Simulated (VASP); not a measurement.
Input of a VASP 6.6.1 run:

Contents of INCAR:

```
PREC = Accurate
ENCUT = 520
EDIFF = 1E-6
ISMEAR = 0
SIGMA = 0.05
LREAL = False
LASPH = True
NELM = 60
ALGO = Normal
ISIF = 2
LWAVE = False
LCHARG = False
GGA = PE
NBANDS = 16
```

File KPOINTS:

```
Automatic mesh
0
Gamma
  9 9 6
```

Contents of POSCAR:

```
MgO
1.0
    3.3152854007      0.0000000000      0.0000000000
   -1.6576427004      2.8711213778      0.0000000000
    0.0000000000      0.0000000000      5.1215474231
Mg O
2 2
Direct
    0.3108013365      0.6666666667      0.0063188067
    0.6891986635      0.3333333333      0.5063188067
    0.3541517148      0.6666666667      0.3982811933
    0.6458482852      0.3333333333      0.8982811933
```

Potentials or basis: VASP PAW PBE potentials, release 64 (Mg, O).

Command:

```bash
$ cat potpaw_PBE.64/Mg/POTCAR potpaw_PBE.64/O/POTCAR > POTCAR
$ mpirun -np 1 vasp_std > vasp.out
```

Task: Predict the band gap on the k mesh.

Result: 3.35 eV.

Task: What does it give for the largest force?

Result: 0.234 eV/Å.

Task: What does it give for the pressure?

Result: -0.5 GPa.

Forces in eV/Å, atoms in the order of the input:
```
Mg   0.232  0.017  0.030
Mg  -0.232 -0.017  0.030
O   -0.142  0.010 -0.030
O    0.142 -0.010 -0.030
```

Caveat: the cell differs from its parent crystal (atoms displaced along a vibrational mode); an odd mesh through Γ misses points on the zone boundary, where band edges can lie.
